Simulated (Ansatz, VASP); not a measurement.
**One calculation of Pd, two programs**

Contents of INCAR:

```
PREC = Accurate ; ENCUT = 520
EDIFF = 1E-8 ; ISMEAR = 0
SIGMA = 0.05 ; LREAL = F
LASPH = T ; NELM = 100
ALGO = Normal ; ISIF = 2
LWAVE = F ; LCHARG = F
GGA = PE ; LEFG = T
NBANDS = 11
```

KPOINTS

```
Automatic mesh
0
Gamma
  20 20 20
```

File POSCAR:

```
Pd
1.0
    0.0000000000      1.9465000000      1.9465000000
    1.9465000000      0.0000000000      1.9465000000
    1.9465000000      1.9465000000      0.0000000000
Pd
1
Direct
    0.0000000000      0.0000000000      0.0000000000
```

Input for Ansatz:

```yaml
crystal:
  lattice:
    - [0.0, 1.9465, 1.9465]
    - [1.9465, 0.0, 1.9465]
    - [1.9465, 1.9465, 0.0]
  atoms:
    - { symbol: Pd, position: [0.0, 0.0, 0.0] }
basis:
  ecutwfc: 420
  ecutrho_ratio: 4
kpoints:
  mp_grid: { grid: [20, 20, 20] }
hamiltonian:
  xc: pbe
scf:
  occupations: { method: gaussian, width: 0.05 }
output:
  forces: true
  stress: true
  eigenvalues: true
  populations: true
  efg: { contact_densities: true, quadrupole_moments_barn: { Pd: 0.66 } }
```

Alike in both runs: task electric field gradients; functional PBE; k mesh 20 × 20 × 20; occupations gaussian, width 0.05 eV; no spin polarisation.

|  | VASP | Ansatz |
| --- | --- | --- |
| version | VASP 6.6.1 | Ansatz 0.2.0 |
| potentials or method | VASP PAW PBE potentials, release 64 (Pd), cutoff 520 eV | scalar-relativistic, plane waves, PAW |
| valence electrons in the cell | 10 | 18 |

|  | VASP | Ansatz | Ansatz less VASP |
| --- | --- | --- | --- |
| gap on the k mesh at the Fermi level (eV) | none | none | - |
| pressure (GPa) | 6.6 | 6.9 | +0.35 |

A gap of «none» marks a metal or a gap that the smearing closes. VASP's potentials hold 10 valence electrons a cell and Ansatz's 18, so a difference there can come from the potentials and not from the codes.
